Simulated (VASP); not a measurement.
# VH6 (Im-3m) in VASP: further runs

Runs on VH6. Level: PBE. Tasks: single point.

All numbers are computed with VASP 6.6.1; they aren't measurements. Logs are shortened: lines on timing, memory, paths and dates and some standing lists are left out, and cuts for length are marked.

## Step 1: The cell of the first run

It takes space group Im-3m (No. 229, cubic). Conventional cell: a = 4.974 Å, b = 4.974 Å, c = 4.974 Å, α = 90.00°, β = 90.00°, γ = 90.00°. V (site symmetry m-3m) has 6 H at 1.36 Å within 1.8 Å. Within 1.8 Å of H (site symmetry 4mm) lie 1 V at 1.36 Å.

The cell was generated, and may not be a known phase.

## Step 2: Single point, PBE, collinear spin, ferromagnetic start

The input, INCAR:

```
PREC = Accurate
ENCUT = 520
EDIFF = 1E-6
ISMEAR = 0
SIGMA = 0.1
LREAL = False
LASPH = True
NELM = 150
ALGO = Normal
ISIF = 2
LWAVE = False
LCHARG = True
ISPIN = 2
MAGMOM = 2 0 0 0 0 0 0
LORBIT = 11
LMAXMIX = 4
GGA = PE
LELF = True
LVHAR = True
NBANDS = 22
```

The input, KPOINTS:

```
Automatic mesh
0
Gamma
  6 6 6
```

The input, POSCAR:

```
VH6
1.0
   -2.4872429500      2.4872429500      2.4872429500
    2.4872429500     -2.4872429500      2.4872429500
    2.4872429500      2.4872429500     -2.4872429500
V H
1 6
Direct
    0.0000000000      0.0000000000      0.0000000000
    0.7256271800      0.7256271800      0.0000000000
    0.2743728200      0.2743728200      0.0000000000
    0.0000000000      0.2743728200      0.2743728200
    0.0000000000      0.7256271800      0.7256271800
    0.7256271800      0.0000000000      0.7256271800
    0.2743728200      0.0000000000      0.2743728200
```

Potentials or basis: VASP PAW PBE potentials, release 64 (V_sv, H).

The run is started by

```sh
cat potpaw_PBE.64/V_sv/POTCAR potpaw_PBE.64/H/POTCAR > POTCAR
mpirun -np 1 vasp_std > vasp.out
```

OUTCAR:

```text
PREC = Accurate
   ENCUT = 520
   EDIFF = 1E-6
   ISMEAR = 0
   LREAL = False
   LASPH = True
   NELM = 150
   ISIF = 2
   ISPIN = 2
   LORBIT = 11
   GGA = PE

 ion  position               nearest neighbor table
   1  0.000  0.000  0.000-   2 1.36   5 1.36   6 1.36   3 1.36   4 1.36   7 1.36
   2  0.726  0.726  0.000-   1 1.36
   3  0.274  0.274  0.000-   1 1.36
   4  0.000  0.274  0.274-   1 1.36
   5  0.000  0.726  0.726-   1 1.36
   6  0.726  0.000  0.726-   1 1.36
   7  0.274  0.000  0.274-   1 1.36

  LATTYP: Found a body centered cubic cell.
 ALAT       =     4.9744859000

  Lattice vectors:

 A1 = (  -2.4872429500,   2.4872429500,   2.4872429500)
 A2 = (   2.4872429500,  -2.4872429500,   2.4872429500)
 A3 = (   2.4872429500,   2.4872429500,  -2.4872429500)

Analysis of symmetry for initial positions (statically):
=====================================================================
 Subroutine PRICEL returns:
 Original cell was already a primitive cell.

 Routine SETGRP: Setting up the symmetry group for a
 body centered cubic supercell.

 Subroutine GETGRP returns: Found 48 space group operations
 (whereof 48 operations were pure point group operations)
 out of a pool of 48 trial point group operations.

The static configuration has the point symmetry O_h .

Analysis of symmetry for dynamics (positions and initial velocities):
=====================================================================
 Subroutine PRICEL returns:
 Original cell was already a primitive cell.

 Routine SETGRP: Setting up the symmetry group for a
 body centered cubic supercell.

 Subroutine GETGRP returns: Found 48 space group operations
 (whereof 48 operations were pure point group operations)
 out of a pool of 48 trial point group operations.

The dynamic configuration has the point symmetry O_h .

Analysis of structural, dynamic, and magnetic symmetry:
=====================================================================
 Subroutine PRICEL returns:
 Original cell was already a primitive cell.

 Routine SETGRP: Setting up the symmetry group for a
 body centered cubic supercell.

 Subroutine GETGRP returns: Found 48 space group operations
 (whereof 48 operations were pure point group operations)
 out of a pool of 48 trial point group operations.

The overall configuration has the point symmetry O_h .

 Subroutine INISYM returns: Found 48 space group operations
 (whereof 48 operations are pure point group operations),
 and found     1 'primitive' translations

----------------------------------------------------------------------------------------

                                     Primitive cell

  volume of cell :      61.5481

  direct lattice vectors                    reciprocal lattice vectors
    -2.487242950  2.487242950  2.487242950     0.000000000  0.201025798  0.201025798
     2.487242950 -2.487242950  2.487242950     0.201025798  0.000000000  0.201025798
     2.487242950  2.487242950 -2.487242950     0.201025798  0.201025798  0.000000000

  length of vectors
     4.308031160  4.308031160  4.308031160     0.284293411  0.284293411  0.284293411

  position of ions in fractional coordinates (direct lattice)
     0.000000000  0.000000000  0.000000000
     0.725627180  0.725627180  0.000000000
     0.274372820  0.274372820  0.000000000
     0.000000000  0.274372820  0.274372820
     0.000000000  0.725627180  0.725627180
     0.725627180  0.000000000  0.725627180
     0.274372820  0.000000000  0.274372820

  ion indices of the primitive-cell ions
   primitive index   ion index
                 1           1
                 2           2
                 3           3
                 4           4
                 5           5
                 6           6
                 7           7

----------------------------------------------------------------------------------------

 KPOINTS: Automatic mesh

Automatic generation of k-mesh.
 Grid dimensions read from file:
 generate k-points for:    6    6    6

 Generating k-lattice:
[... 35 lines left out ...]
   k-points           NKPTS =     16   k-points in BZ     NKDIM =     16   number of bands    NBANDS=     22
   number of dos      NEDOS =    301   number of ions     NIONS =      7
   total plane-waves  NPLWV =  32768
   dimension x,y,z NGX =    32 NGY =   32 NGZ =   32
   dimension x,y,z NGXF=    64 NGYF=   64 NGZF=   64
   ions per type =               1   6
   NGX,Y,Z   is equivalent  to a cutoff of  12.35, 12.35, 12.35 a.u.
   NGXF,Y,Z  is equivalent  to a cutoff of  24.70, 24.70, 24.70 a.u.
 SYSTEM =  unknown system
   PREC   = accura    normal or accurate (medium, high low for compatibility)
   ISTART =      0    job   : 0-new  1-cont  2-samecut
   ICHARG =      2    charge: 1-file 2-atom 10-const
   ISPIN  =      2    spin polarized calculation?
   LNONCOLLINEAR =      F non collinear calculations
   LSORBIT =      F    spin-orbit coupling
   LASPH  =      T    aspherical Exc in radial PAW
   ENCUT  =  520.0 eV  38.22 Ry    6.18 a.u.   8.01  8.01  8.01*2*pi/ulx,y,z
   NELM   =    150;   NELMIN=  2; NELMDL= -5     # of ELM steps
   EDIFF  = 0.1E-05   stopping-criterion for ELM
   LREAL  =      F    real-space projection
   EDIFFG = 0.1E-04   stopping-criterion for IOM
   NSW    =      0    number of steps for IOM
   IBRION =     -1    ionic relax: 0-MD 1-quasi-New 2-CG
   NFREE  =      0    steps in history (QN), initial steepest desc. (CG)
   ISIF   =      2    stress and relaxation
   ISYM   =      2    0-nonsym 1-usesym 2-fastsym
   POTIM  = 0.5000    time-step for ionic-motion
   TEBEG  =    0.0;   TEEND  =   0.0 temperature during run
   PSTRESS=    0.0 pullay stress
   NELECT =      19.0000    total number of electrons
   NUPDOWN=      -1.0000    fix difference up-down
   EMIN   =  10.00;   EMAX   =-10.00  energy-range for DOS
   EFERMI =   0.00;   METHOD = LEGACY
   ISMEAR =     0;   SIGMA  =   0.10  broadening in eV -4-tet -1-fermi 0-gaus
   EFERMI_NEDOS =   21; number of points for ismear=-14 and -15
   IALGO  =     38    algorithm
   IMIX   =      4    mixing-type and parameters
     AMIX     =   0.40;   BMIX     =  1.00
     AMIX_MAG =   1.60;   BMIX_MAG =  1.00
  volume/ion in A,a.u.               =       8.79        59.34
  Fermi-wavevector in a.u.,A,eV,Ry     =   1.106423  2.090836 16.655866  1.224172
  Thomas-Fermi vector in A             =   2.242924
   LORBIT       =     11    0 simple, 1 ext, 2 COOP (PROOUT), +10 PAW based schemes
   GGA     = PE    functional components
   LHFCALC =     F    Hartree Fock is set to
   AEXX    =    0.0000 exact exchange contribution
   IVDW    =     0    specifies the selected vdW correction
   LEPSILON=     F    determine dielectric tensor
   LRPA    =     F    only Hartree local field effects (RPA)
 spin polarized calculation
 Gauss-broadening in eV      SIGMA  =   0.10
  energy-cutoff  :      520.00
  volume of cell :       61.55
 maximum number of plane-waves:      1686
   NGX = 15   NGY = 15   NGZ = 15

 number of electron      19.0000006 magnetization       0.1266684

 number of electron      19.0000007 magnetization      -2.0123105

 Free energy of the ion-electron system (eV)
  ---------------------------------------------------
  ext. energy  EPLUGINS =         0.00000000
  ---------------------------------------------------
  free energy    TOTEN  =       -14.31154271 eV

  energy without entropy =      -14.28657224  energy(sigma->0) =      -14.29905748

 E-fermi :  -1.1102     XC(G=0):  -8.1168

 val. band max:       -1.1206086553   @ k =   0.3333   0.0000   0.0000
 cond. band min:      -1.1060537529   @ k =   0.5000   0.0000   0.0000
 fundamental gap:      0.0145549024
 Fermi energy:        -1.1102436335

 spin component 1

 k-point     1 :       0.0000    0.0000    0.0000
  band No.  band energies     occupation
      1     -64.4720      1.00000
      2     -38.5615      1.00000
      3     -38.5614      1.00000
      4     -38.5614      1.00000
      5      -7.2267      1.00000
      6      -5.2232      1.00000
[... 373 lines left out ...]
     20      16.1086      0.00000
     21      16.1087      0.00000
 Fermi energy:        -1.1102436335

 spin component 2

 k-point     1 :       0.0000    0.0000    0.0000
  band No.  band energies     occupation
      1     -65.4396      1.00000
      2     -39.5199      1.00000
      3     -39.5199      1.00000
      4     -39.5199      1.00000
      5      -7.8984      1.00000
      6      -5.8391      1.00000
[... 373 lines left out ...]
     20      15.4765      0.00000
     21      15.4765      0.00000
 [bands above 21 left out]

------------------------ aborting loop because EDIFF is reached ----------------------------------------

  FORCE on cell =-STRESS in cart. coord.  units (eV):
  Direction    XX          YY          ZZ          XY          YZ          ZX
  --------------------------------------------------------------------------------------
  -------------------------------------------------------------------------------------
  Total       17.2569019     17.2569019     17.2569019     -0.0000000     -0.0000000      0.0000000
  in kB      449.2197027    449.2197027    449.2197027     -0.0000000     -0.0000000      0.0000000
  external PRESSURE =     449.2197027 kB  Pullay stress =       0.0000000 kB

 VOLUME and BASIS-vectors are now :
 -----------------------------------------------------------------------------
  energy-cutoff  :      520.00
  volume of cell :       61.55
      direct lattice vectors                 reciprocal lattice vectors
    -2.487242950  2.487242950  2.487242950     0.000000000  0.201025798  0.201025798
     2.487242950 -2.487242950  2.487242950     0.201025798  0.000000000  0.201025798
     2.487242950  2.487242950 -2.487242950     0.201025798  0.201025798  0.000000000

 POSITION                                       TOTAL-FORCE (eV/Angst)
 -----------------------------------------------------------------------------------
      0.00000      0.00000      0.00000         0.000000      0.000000      0.000000
      0.00000      0.00000      3.60962        -0.000000     -0.000000     -7.394149
      0.00000      0.00000      1.36486        -0.000000     -0.000000      7.394149
      1.36486      0.00000      0.00000         7.394149      0.000000      0.000000
      3.60962      0.00000      0.00000        -7.394149      0.000000      0.000000
      0.00000      3.60962      0.00000         0.000000     -7.394149      0.000000
      0.00000      1.36486      0.00000         0.000000      7.394149      0.000000
 -----------------------------------------------------------------------------------
    total drift:                                0.000000      0.000000      0.000000

  FREE ENERGIE OF THE ION-ELECTRON SYSTEM (eV)
  ---------------------------------------------------
  free  energy   TOTEN  =       -14.3115427106 eV

  energy  without entropy=      -14.2865722404  energy(sigma->0) =      -14.29905748

 total charge

# of ion       s       p       d       tot
------------------------------------------
    1        2.607   6.554   3.557  12.717
    2        0.577   0.028   0.000   0.605
    3        0.577   0.028   0.000   0.605
    4        0.577   0.028   0.000   0.605
    5        0.577   0.028   0.000   0.605
    6        0.577   0.028   0.000   0.605
    7        0.577   0.028   0.000   0.605
--------------------------------------------------
tot          6.069   6.720   3.557  16.346

 magnetization (x)

# of ion       s       p       d       tot
------------------------------------------
    1       -0.011  -0.198  -0.868  -1.077
    2       -0.065  -0.005   0.000  -0.070
    3       -0.065  -0.005   0.000  -0.070
    4       -0.065  -0.005   0.000  -0.070
    5       -0.065  -0.005   0.000  -0.070
    6       -0.065  -0.005   0.000  -0.070
    7       -0.065  -0.005   0.000  -0.070
--------------------------------------------------
tot         -0.401  -0.229  -0.868  -1.498
```

Run time: 48 s. Hardware: 1 thread of Intel Xeon 6975P-C (Granite Rapids), shared host; peak memory 0.21 GiB.

What came out:

| Property | Result |
| --- | --- |
| Free energy | -14.3115 eV |
| Pressure | 44.9 GPa |
| Largest force | 7.394 eV/Å |
| Net moment | -2.01 μB per cell |
| Site moments | V -1.08; H -0.07 μB |
| Valence electrons inside the program's atomic spheres | V 12.72; H 0.60 |

Forces on the atoms (eV/Å):
```
V    0.000  0.000  0.000
H    0.000  0.000 -7.394
H    0.000  0.000  7.394
H    7.394  0.000  0.000
H   -7.394  0.000  0.000
H    0.000 -7.394  0.000
H    0.000  7.394  0.000
```

Caveat: the cell stands under pressure; forces of over 1 eV/Å act on the atoms, so gaps and moduli don't describe the material at rest.

## Step 3: Single point, PBE, collinear spin, ferromagnetic start

This run uses another cell than the first one, of 8.82 Å³/atom.

The input, INCAR:

```
SYSTEM = VH6
ALGO = Normal ; EDIFF = 1E-6
ENCUT = 520 ; GGA = PE
ISIF = 2 ; ISMEAR = 0
ISPIN = 2 ; LASPH = .True.
LCHARG = .False. ; LMAXMIX = 4
LORBIT = 11 ; LREAL = .False.
LWAVE = .False. ; MAGMOM = 2 0 0 0 0 0 0
NBANDS = 22 ; NELM = 150
PREC = Accurate ; SIGMA = 0.1
```

The input, KPOINTS:

```
k-points
0
Gamma
  6 6 6
  0 0 0
```

The input, POSCAR:

```
VH6
1.0
   -2.4899200968      2.4899200968      2.4899200968
    2.4899200968     -2.4899200968      2.4899200968
    2.4899200968      2.4899200968     -2.4899200968
V H
1 6
Direct
    0.0000000000      0.0000000000      0.0000000000
    0.5823850518      0.5823850518      0.0000000000
    0.4176149482      0.4176149482      0.0000000000
    0.0000000000      0.4176149482      0.4176149482
    0.0000000000      0.5823850518      0.5823850518
    0.5823850518      0.0000000000      0.5823850518
    0.4176149482      0.0000000000      0.4176149482
```

Potentials or basis: VASP PAW PBE potentials, release 64 (V_sv, H).

The run is started by

```sh
cat potpaw_PBE.64/V_sv/POTCAR potpaw_PBE.64/H/POTCAR > POTCAR
mpirun -np 1 vasp_std > vasp.out
```

It took 19 s on 1 thread of Intel Xeon 6975P-C (Granite Rapids), shared host; peak memory 0.21 GiB.

Results (log left out):

```yaml
Free_energy: -24.8997 eV
Pressure: -0.2 GPa
Largest_force: 0.017 eV/Å
Net_moment: 4.31 μB per cell
Site_moments: V +3.15; H +0.01 μB
Valence_electrons_inside_the_program's_atomic_spheres: V 11.41; H 0.59
```

Forces in eV/Å, atoms in the order of the input:
```
V    0.000  0.000  0.000
H    0.000  0.000 -0.017
H    0.000  0.000  0.017
H    0.017  0.000  0.000
H   -0.017  0.000  0.000
H    0.000 -0.017  0.000
H    0.000  0.017  0.000
```

Levels at points of the mesh, in eV from the Fermi level:
Spin up:
```
           k point  band 8  band 9  band 10  band 11  band 12  band 13  band 14  band 15  band 16  band 17
(0.00, 0.00, 0.00)   -0.69   -0.69    -0.69     0.97     0.97     2.93     2.93     2.93     4.00     6.57
(0.50, 0.00, 0.00)   -1.87   -1.02    -1.02    -0.32    -0.13     1.59     1.61     4.79     5.81     8.12
(0.50, 0.50, 0.50)   -0.31   -0.31    -0.31    -0.19    -0.19    -0.19     0.99     0.99     5.10     8.65
```
Spin down:
| k point | band 3 | band 4 | band 5 | band 6 | band 7 | band 8 | band 9 | band 10 | band 11 | band 12 |
| --- | --- | --- | --- | --- | --- | --- | --- | --- | --- | --- |
| (0.00, 0.00, 0.00) | -35.62 | -35.62 | -9.96 | -6.43 | -6.43 | 2.22 | 2.22 | 2.22 | 3.27 | 3.27 |
| (0.50, 0.00, 0.00) | -35.62 | -35.62 | -8.42 | -7.86 | -6.47 | -0.20 | 1.01 | 1.54 | 2.57 | 2.86 |
| (0.50, 0.50, 0.50) | -35.63 | -35.63 | -8.14 | -8.14 | -6.31 | 0.87 | 0.87 | 0.87 | 2.89 | 2.89 |
